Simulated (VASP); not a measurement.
Set up this calculation in VASP 6.6.1, as the native input.

```yaml
Task: single point
Functional: PBE
Potentials_or_basis: VASP PAW PBE potentials, release 64 (Al, B, N)
Cutoff: 520 eV
k_mesh: 12 × 12 × 1
Occupations: gaussian, width 0.02 eV
Spin: no spin polarisation
Dipole_correction: no
Further_INCAR_settings: ALGO = Normal; EDIFF = 1e-06; NBANDS = 36
```

The structure of Al2BN3 lies in POSCAR:

```
Al2BN3
1.0
    2.9693111336      0.0000000000      0.0000000000
   -1.4846555668      2.5714988735      0.0000000000
    0.0000000000      0.0000000000     27.6404136001
Al B N
4 2 6
Direct
    0.6666666667      0.3333333333      0.0813913189
    0.6666666667      0.3333333333      0.4186086811
    0.3333333333      0.6666666667      0.9186086811
    0.3333333333      0.6666666667      0.5813913189
    0.6666666667      0.3333333333      0.7500000000
    0.3333333333      0.6666666667      0.2500000000
    0.0000000000      0.0000000000      0.0814846298
    0.0000000000      0.0000000000      0.4185153702
    0.0000000000      0.0000000000      0.7500000000
    0.0000000000      0.0000000000      0.9185153702
    0.0000000000      0.0000000000      0.2500000000
    0.0000000000      0.0000000000      0.5814846298
```

These files were run (other wordings do the same):

INCAR

```
SYSTEM = Al2BN3
PREC = Accurate
ENCUT = 520
EDIFF = 1E-6
ISMEAR = 0
SIGMA = 0.02
LREAL = .FALSE.
LASPH = .TRUE.
NELM = 80
ALGO = Normal
ISIF = 2
LWAVE = .FALSE.
LCHARG = .FALSE.
GGA = PE
NBANDS = 36
```

KPOINTS

```
Automatic mesh
0
G
  12 12 1
  0 0 0
```

Potentials or basis: VASP PAW PBE potentials, release 64 (Al, B, N).

Run with:

```bash
$ cat potpaw_PBE.64/Al/POTCAR potpaw_PBE.64/B/POTCAR potpaw_PBE.64/N/POTCAR > POTCAR
$ mpirun -np 1 vasp_std > vasp.out
```

Results of the run:

The pressure is 0.1 GPa. The band gap on the k mesh is 2.27 eV (least direct gap 2.39 eV).

Caveat: an odd mesh through Γ misses points on the zone boundary, where band edges can lie.

Run time: 110 s on 1 thread of Intel(R) Xeon(R) 6975P-C (Granite Rapids), with other jobs on the host, peak memory 0.38 GiB.
